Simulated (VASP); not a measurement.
Crystal: Zn.

```
CELL_PARAMETERS angstrom
2.57097 0.00000 0.00000
-1.28549 2.22653 0.00000
0.00000 0.00000 4.73619
ATOMIC_POSITIONS crystal
Zn 0.33333 0.66667 0.25000
Zn 0.66667 0.33333 0.75000
```

Program: VASP 6.6.1. Alike in all runs: task single point; level LDA; potentials or basis VASP PAW LDA potentials, release 64 (Zn); no spin polarisation; cell as given; cutoff (eV) 520.

Question: Order these runs on this cell by their pressure, lowest first.
A. k mesh 14 × 14 × 7; smearing fermi-dirac 1 eV
B. k mesh 14 × 14 × 7; smearing fermi-dirac 0.6 eV
C. k mesh 7 × 7 × 3; smearing fermi-dirac 0.1 eV

Answer: C (0.5 GPa), B (2.7 GPa), A (6.1 GPa).

Caveats: some runs use coarse meshes.
